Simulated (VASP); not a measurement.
# AlN (Cmc2_1) in VASP: further runs

Runs on AlN. Level: PBE. Tasks: single point.

Program: VASP 6.6.1. These are calculated values, not measurements. Logs are shortened: lines on timing, memory, paths and dates and some standing lists are left out, and cuts for length are marked.

## (1) The cell of the first run

Symmetry: Cmc2_1, No. 36, orthorhombic system. The conventional cell has a = 2.942 Å, b = 5.747 Å, c = 5.018 Å, α = 90.00°, β = 90.00°, γ = 90.00°. Within 2.5 Å of Al (site symmetry m) lie 4 N at 1.85 to 2.01 Å. N (site symmetry m) has 4 Al at 1.85 to 2.01 Å within 2.5 Å.

## (2) Single point, PBE (strain -0.0600 x Voigt [1, -1, 0, 0, 0, 0])

INCAR

```
PREC = Accurate
ENCUT = 520
EDIFF = 1E-6
ISMEAR = 0
SIGMA = 0.05
LREAL = F
LASPH = T
NELM = 80
ALGO = Normal
ISIF = 2
LWAVE = F
LCHARG = T
GGA = PE
LELF = T
LVHAR = T
NBANDS = 16
```

KPOINTS

```
Automatic mesh
0
Gamma
  12 12 6
```

POSCAR

```
AlN
1.0
    2.9424251891      0.0000000000      0.0000000000
   -1.4712125946      2.8735190003      0.0000000000
    0.0000000000      0.0000000000      5.0179796548
Al N
2 2
Direct
    0.3333333333      0.6666666667      0.0017287175
    0.6666666667      0.3333333333      0.5017287175
    0.3333333333      0.6666666667      0.3832712825
    0.6666666667      0.3333333333      0.8832712825
```

Potentials or basis: VASP PAW PBE potentials, release 64 (Al, N).

The run is started by

```bash
> cat potpaw_PBE.64/Al/POTCAR potpaw_PBE.64/N/POTCAR > POTCAR
> mpirun -np 1 vasp_std > vasp.out
```

OUTCAR:

```text
PREC = Accurate
   ENCUT = 520
   EDIFF = 1E-6
   ISMEAR = 0
   LREAL = F
   LASPH = T
   NELM = 80
   ISIF = 2
   GGA = PE

 ion  position               nearest neighbor table
   1  0.333  0.667  0.002-   4 1.85   4 1.85   3 1.91   4 2.01   2 3.06   2 3.06   2 3.06   2 3.06
                             2 3.16   2 3.16
   2  0.667  0.333  0.502-   3 1.85   3 1.85   4 1.91   3 2.01   1 3.06   1 3.06   1 3.06   1 3.06
                             1 3.16   1 3.16
   3  0.333  0.667  0.383-   2 1.85   2 1.85   1 1.91   2 2.01
   4  0.667  0.333  0.883-   1 1.85   1 1.85   2 1.91   1 2.01

  LATTYP: Found a base centered orthorhombic cell.
 ALAT       =     2.9424251891
 B/A-ratio  =     1.9531636766
 C/A-ratio  =     1.7053890353

  Lattice vectors:

 A1 = (   1.4712125946,  -2.8735190003,   0.0000000000)
 A2 = (   1.4712125945,   2.8735190003,   0.0000000000)
 A3 = (   0.0000000000,   0.0000000000,   5.0179796548)

Analysis of symmetry for initial positions (statically):
=====================================================================
 Subroutine PRICEL returns:
 Original cell was already a primitive cell.

 Routine SETGRP: Setting up the symmetry group for a
 base centered orthorhombic supercell.

 Subroutine GETGRP returns: Found  4 space group operations
 (whereof  2 operations were pure point group operations)
 out of a pool of  8 trial point group operations.

The static configuration has the point symmetry C_1h.
 The point group associated with its full space group is C_2v.

Analysis of symmetry for dynamics (positions and initial velocities):
=====================================================================
 Subroutine PRICEL returns:
 Original cell was already a primitive cell.

 Routine SETGRP: Setting up the symmetry group for a
 base centered orthorhombic supercell.

 Subroutine GETGRP returns: Found  4 space group operations
 (whereof  2 operations were pure point group operations)
 out of a pool of  8 trial point group operations.

The dynamic configuration has the point symmetry C_1h.
 The point group associated with its full space group is C_2v.

 Subroutine INISYM returns: Found  4 space group operations
 (whereof  2 operations are pure point group operations),
 and found     1 'primitive' translations

----------------------------------------------------------------------------------------

                                     Primitive cell

  volume of cell :      42.4276

  direct lattice vectors                    reciprocal lattice vectors
     2.942425189  0.000000000  0.000000000     0.339855709  0.174002678  0.000000000
    -1.471212595  2.873519000  0.000000000     0.000000000  0.348005355  0.000000000
     0.000000000  0.000000000  5.017979655     0.000000000  0.000000000  0.199283391

  length of vectors
     2.942425189  3.228246884  5.017979655     0.381809946  0.348005355  0.199283391

  position of ions in fractional coordinates (direct lattice)
     0.333333333  0.666666667  0.001728718
     0.666666667  0.333333333  0.501728718
     0.333333333  0.666666667  0.383271282
     0.666666667  0.333333333  0.883271282

  ion indices of the primitive-cell ions
   primitive index   ion index
                 1           1
                 2           2
                 3           3
                 4           4

----------------------------------------------------------------------------------------

 KPOINTS: Automatic mesh

Automatic generation of k-mesh.
 Grid dimensions read from file:
 generate k-points for:   12   12    6

 Generating k-lattice:

  Cartesian coordinates                     Fractional coordinates (reciprocal lattice)
     0.028321309  0.014500223  0.000000000     0.083333333  0.000000000  0.000000000
     0.000000000  0.029000446  0.000000000     0.000000000  0.083333333  0.000000000
     0.000000000  0.000000000  0.033213898     0.000000000  0.000000000  0.166666667

  Length of vectors
     0.031817496  0.029000446  0.033213898

  Shift w.r.t. Gamma in fractional coordinates (k-lattice)
     0.000000000  0.000000000  0.000000000

 Subroutine IBZKPT returns following result:
 ===========================================

 Found    172 irreducible k-points:

 Following reciprocal coordinates:
            Coordinates               Weight
  0.000000  0.000000  0.000000      1.000000
  0.083333  0.000000  0.000000      4.000000
  0.166667  0.000000  0.000000      4.000000
  0.250000  0.000000  0.000000      4.000000
  0.333333  0.000000  0.000000      4.000000
  0.416667 -0.000000  0.000000      4.000000
[... 16 lines left out ...]
  0.333333  0.166667  0.000000      4.000000
  0.416667  0.166667  0.000000      4.000000
 [... further k-points ...]
   k-points           NKPTS =    172   k-points in BZ     NKDIM =    172   number of bands    NBANDS=     16
   number of dos      NEDOS =    301   number of ions     NIONS =      4
   total plane-waves  NPLWV =  23040
   dimension x,y,z NGX =    24 NGY =   24 NGZ =   40
   dimension x,y,z NGXF=    48 NGYF=   48 NGZF=   80
   ions per type =               2   2
   NGX,Y,Z   is equivalent  to a cutoff of  13.56, 12.36, 13.25 a.u.
   NGXF,Y,Z  is equivalent  to a cutoff of  27.12, 24.72, 26.50 a.u.
 SYSTEM =  unknown system
   PREC   = accura    normal or accurate (medium, high low for compatibility)
   ISTART =      0    job   : 0-new  1-cont  2-samecut
   ICHARG =      2    charge: 1-file 2-atom 10-const
   ISPIN  =      1    spin polarized calculation?
   LNONCOLLINEAR =      F non collinear calculations
   LSORBIT =      F    spin-orbit coupling
   LASPH  =      T    aspherical Exc in radial PAW
   ENCUT  =  520.0 eV  38.22 Ry    6.18 a.u.   5.47  6.00  9.33*2*pi/ulx,y,z
   NELM   =     80;   NELMIN=  2; NELMDL= -5     # of ELM steps
   EDIFF  = 0.1E-05   stopping-criterion for ELM
   LREAL  =      F    real-space projection
   EDIFFG = 0.1E-04   stopping-criterion for IOM
   NSW    =      0    number of steps for IOM
   IBRION =     -1    ionic relax: 0-MD 1-quasi-New 2-CG
   NFREE  =      0    steps in history (QN), initial steepest desc. (CG)
   ISIF   =      2    stress and relaxation
   ISYM   =      2    0-nonsym 1-usesym 2-fastsym
   POTIM  = 0.5000    time-step for ionic-motion
   TEBEG  =    0.0;   TEEND  =   0.0 temperature during run
   PSTRESS=    0.0 pullay stress
   NELECT =      16.0000    total number of electrons
   NUPDOWN=      -1.0000    fix difference up-down
   EMIN   =  10.00;   EMAX   =-10.00  energy-range for DOS
   EFERMI =   0.00;   METHOD = LEGACY
   ISMEAR =     0;   SIGMA  =   0.05  broadening in eV -4-tet -1-fermi 0-gaus
   EFERMI_NEDOS =   21; number of points for ismear=-14 and -15
   IALGO  =     38    algorithm
   IMIX   =      4    mixing-type and parameters
     AMIX     =   0.40;   BMIX     =  1.00
     AMIX_MAG =   1.60;   BMIX_MAG =  1.00
  volume/ion in A,a.u.               =      10.61        71.58
  Fermi-wavevector in a.u.,A,eV,Ry     =   1.182766  2.235103 19.033660  1.398935
  Thomas-Fermi vector in A             =   2.319013
   LORBIT       =      0    0 simple, 1 ext, 2 COOP (PROOUT), +10 PAW based schemes
   GGA     = PE    functional components
   LHFCALC =     F    Hartree Fock is set to
   AEXX    =    0.0000 exact exchange contribution
   IVDW    =     0    specifies the selected vdW correction
   LEPSILON=     F    determine dielectric tensor
   LRPA    =     F    only Hartree local field effects (RPA)
 non-spin polarized calculation
 Gauss-broadening in eV      SIGMA  =   0.05
  energy-cutoff  :      520.00
  volume of cell :       42.43
 maximum number of plane-waves:      1164
 NGX is ok and might be reduce to    24
   NGX = 11   NGY = 11   NGZ = 19

 number of electron      15.9999997 magnetization

 Free energy of the ion-electron system (eV)
  ---------------------------------------------------
  ext. energy  EPLUGINS =         0.00000000
  ---------------------------------------------------
  free energy    TOTEN  =       -29.44838027 eV

  energy without entropy =      -29.44838027  energy(sigma->0) =      -29.44838027

 E-fermi :   6.4698     XC(G=0): -10.8444

 val. band max:        6.1978523176   @ k =   0.0000   0.0000   0.0000
 cond. band min:       9.8812717267   @ k =   0.0000   0.0000   0.0000
 fundamental gap:      3.6834194091
 Fermi energy:         6.4697600462

 k-point     1 :       0.0000    0.0000    0.0000
  band No.  band energies     occupation
      1      -9.0950      2.00000
      2      -7.0097      2.00000
      3       0.0647      2.00000
      4       4.7730      2.00000
      5       5.4650      2.00000
      6       5.5989      2.00000
[... 8 lines left out ...]
     15      19.0250      0.00000
     16      19.5907      0.00000

 k-point     2 :       0.0833    0.0000    0.0000
  band No.  band energies     occupation
      1      -9.0004      2.00000
      2      -6.9536      2.00000
      3       0.1768      2.00000
      4       4.6193      2.00000
      5       5.1082      2.00000
      6       5.4689      2.00000
[... 8 lines left out ...]
     15      18.7714      0.00000
     16      19.4522      0.00000

 k-point     3 :       0.1667    0.0000    0.0000
  band No.  band energies     occupation
      1      -8.7246      2.00000
      2      -6.7990      2.00000
      3       0.5075      2.00000
      4       4.0237      2.00000
      5       4.3308      2.00000
      6       4.8284      2.00000
[... 8 lines left out ...]
     15      18.2896      0.00000
     16      18.7993      0.00000

 k-point     4 :       0.2500    0.0000    0.0000
  band No.  band energies     occupation
      1      -8.2946      2.00000
      2      -6.5910      2.00000
      3       1.0371      2.00000
      4       2.8714      2.00000
      5       3.6023      2.00000
      6       4.2144      2.00000
[... 8 lines left out ...]
     15      18.0260      0.00000
     16      19.4352      0.00000
[... 324 lines left out ...]
 k-point    22 :       0.2500    0.1667    0.0000
  band No.  band energies     occupation
      1      -7.7158      2.00000
      2      -6.4363      2.00000
      3       1.7466      2.00000
      4       2.0330      2.00000
      5       2.2762      2.00000
      6       3.7729      2.00000
[... 8 lines left out ...]
     15      18.4024      0.00000
     16      20.2011      0.00000

 k-point    23 :       0.3333    0.1667    0.0000
  band No.  band energies     occupation
      1      -7.2104      2.00000
      2      -6.3758      2.00000
      3       1.3521      2.00000
      4       2.1104      2.00000
      5       2.5938      2.00000
      6       3.1060      2.00000
[... 8 lines left out ...]
     15      18.8016      0.00000
     16      20.3339      0.00000

 k-point    24 :       0.4167    0.1667    0.0000
  band No.  band energies     occupation
      1      -6.8523      2.00000
      2      -6.4353      2.00000
      3       1.0269      2.00000
      4       2.1089      2.00000
      5       2.8211      2.00000
      6       3.1546      2.00000
[... 8 lines left out ...]
     15      18.4723      0.00000
     16      20.3827      0.00000

 [... further k-points ...]
[... 5 lines left out ...]
  --------------------------------------------------------------------------------------
  -------------------------------------------------------------------------------------
  Total        6.3564202     -4.7179783     -0.0450839      0.0000000      0.0000000      0.0000000
  in kB      240.0351172   -178.1632483     -1.7024868      0.0000000      0.0000000      0.0000000
  external PRESSURE =      20.0564607 kB  Pullay stress =       0.0000000 kB

 VOLUME and BASIS-vectors are now :
 -----------------------------------------------------------------------------
  energy-cutoff  :      520.00
  volume of cell :       42.43
      direct lattice vectors                 reciprocal lattice vectors
     2.942425189  0.000000000  0.000000000     0.339855709  0.174002678  0.000000000
    -1.471212595  2.873519000  0.000000000     0.000000000  0.348005355  0.000000000
     0.000000000  0.000000000  5.017979655     0.000000000  0.000000000  0.199283391

 POSITION                                       TOTAL-FORCE (eV/Angst)
 -----------------------------------------------------------------------------------
     -0.00000      1.91568      0.00867        -0.000000      0.765550      0.154300
      1.47121      0.95784      2.51766         0.000000     -0.765550      0.154300
     -0.00000      1.91568      1.92325        -0.000000      0.968008     -0.154300
      1.47121      0.95784      4.43224         0.000000     -0.968008     -0.154300
 -----------------------------------------------------------------------------------
    total drift:                               -0.000000      0.000000      0.000355

  FREE ENERGIE OF THE ION-ELECTRON SYSTEM (eV)
  ---------------------------------------------------
  free  energy   TOTEN  =       -29.4483802718 eV

  energy  without entropy=      -29.4483802718  energy(sigma->0) =      -29.44838027
```

Wall time 34 s (1 thread of Intel Xeon 6975P-C (Granite Rapids), shared host); peak memory 0.22 GiB.

Results:

```yaml
Free_energy: -29.4484 eV
Pressure: 2.0 GPa
Largest_force: 0.980 eV/Å
Band_gap_on_the_k_mesh: 3.68 eV, direct
```

Forces in eV/Å, atoms in the order of the input:
```
Al   0.000  0.766  0.154
Al   0.000 -0.766  0.154
N    0.000  0.968 -0.154
N    0.000 -0.968 -0.154
```

Stress tensor (GPa, compression positive):
```
 24.00   0.00   0.00
  0.00 -17.82   0.00
  0.00   0.00  -0.17
```

Levels at points of the mesh, in eV from the valence-band top:
| k point | band 4 | band 5 | band 6 | band 7 | band 8 | band 9 | band 10 | band 11 | band 12 | band 13 |
| --- | --- | --- | --- | --- | --- | --- | --- | --- | --- | --- |
| (0.00, 0.00, 0.00) | -1.42 | -0.73 | -0.60 | -0.20 | 0.00 | 3.68 | 5.86 | 9.78 | 10.81 | 11.64 |
| (0.50, 0.00, 0.00) | -4.28 | -3.25 | -2.62 | -1.88 | -1.11 | 5.04 | 5.49 | 7.56 | 9.62 | 10.24 |
| (0.00, 0.50, 0.00) | -4.39 | -3.92 | -1.96 | -1.41 | -0.26 | 5.52 | 6.81 | 8.39 | 9.71 | 11.70 |
| (0.00, 0.00, 0.50) | -3.53 | -1.07 | -1.07 | -0.31 | -0.31 | 5.76 | 5.76 | 9.46 | 9.46 | 11.15 |
| (0.50, 0.00, 0.50) | -5.59 | -1.96 | -1.96 | -1.44 | -1.44 | 4.84 | 4.84 | 8.80 | 8.80 | 11.22 |
| (0.00, 0.50, 0.50) | -5.96 | -1.69 | -1.69 | -0.88 | -0.88 | 5.28 | 5.28 | 9.66 | 9.66 | 11.19 |

Caveat: the cell differs from its parent crystal (strain -0.0600 x Voigt [1, -1, 0, 0, 0, 0]).

(Part 1 of 2 ends here.)
